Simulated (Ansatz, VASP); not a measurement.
# Ta2NbO3: VASP beside Ansatz

```xyz
6
Lattice="5.1422 0.0000 0.0000 -2.5711 4.4533 0.0000 0.0000 0.0000 3.2179" Properties=species:S:1:pos:R:3 pbc="T T T"
Ta    0.0000    2.9689    0.0000
Ta    2.5711    1.4844    0.0000
Nb    0.0000    0.0000    0.0000
O     2.5711    0.0000    1.6090
O     1.2856    2.2266    1.6090
O    -1.2856    2.2266    1.6090
```

Change from the starting cell: species swapped into the DyCo3B2 type (P6/mmm, No. 191).

Alike in both runs: functional PBE; k mesh 12 × 12 × 12; occupations gaussian, width 0.1 eV; no spin polarisation.

Ansatz relaxed the structure, and its values are those at the end. VASP's run is a single point on that final structure, the one shown.

|  | VASP | Ansatz |
| --- | --- | --- |
| version | VASP 6.6.1 | Ansatz 0.2.0 |
| potentials or method | VASP PAW PBE potentials, release 64 (Ta_pv, Nb_sv, O), cutoff 520 eV | scalar-relativistic, plane waves, PAW |
| valence electrons in the cell | 53 | 57 |

```csv
,VASP,Ansatz,Ansatz less VASP
gap on the k mesh at the Fermi level (eV),none,none,-
pressure (GPa),0.4,0.0,-0.38
```

A gap of «none» marks a metal or a gap that the smearing closes. The functional is the same, so the differences come from potentials, cutoffs and numerics. VASP's potentials hold 53 valence electrons a cell and Ansatz's 57, so a difference there can come from the potentials and not from the codes.

Spin-orbit coupling is off throughout.
